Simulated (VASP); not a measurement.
Wanted: the native input for a VASP 6.6.1 run.

* Task: single point
* Functional: PBEsol
* Potentials or basis: VASP PAW PBE potentials, release 64 (Ag)
* Cutoff: 520 eV
* k mesh: 16 × 16 × 16
* Occupations: fermi-dirac, width 0.1 eV
* Spin: no spin polarisation
* Dipole correction: no
* Further INCAR settings: ALGO = Normal; EDIFF = 1e-06; NBANDS = 12

The structure of Ag lies in POSCAR:

```
Ag
1.0
    0.0000000000      1.9857672860      1.9857672860
    1.9857672860      0.0000000000      1.9857672860
    1.9857672860      1.9857672860      0.0000000000
Ag
1
Direct
    0.0000000000      0.0000000000      0.0000000000
```

The input as run:

INCAR

```
SYSTEM = Ag
ALGO = Normal ; EDIFF = 1E-6
ENCUT = 520 ; GGA = PS
ISIF = 2 ; ISMEAR = -1
LASPH = .TRUE. ; LCHARG = .TRUE.
LELF = .TRUE. ; LREAL = .FALSE.
LVHAR = .TRUE. ; LWAVE = .FALSE.
NBANDS = 12 ; NELM = 60
PREC = Accurate ; SIGMA = 0.1
```

KPOINTS

```
k-points
0
G
  16 16 16
  0 0 0
```

Potentials or basis: VASP PAW PBE potentials, release 64 (Ag).

Command:

```sh
$ cat potpaw_PBE.64/Ag/POTCAR > POTCAR
$ mpirun -np 1 vasp_std > vasp.out
```

It gave:

| Item | Value |
| --- | --- |
| Pressure | 8.5 GPa |
| Band gap on the k mesh | zero (an odd number of electrons rules out a gap without spin polarisation) |

Caveat: the cell stands under pressure; the PAW data sets were made with another functional, which shifts forces and pressure a little.

Wall time 24 s on 1 thread of Intel Xeon 8259CL, on a shared host, peak memory 0.16 GiB.
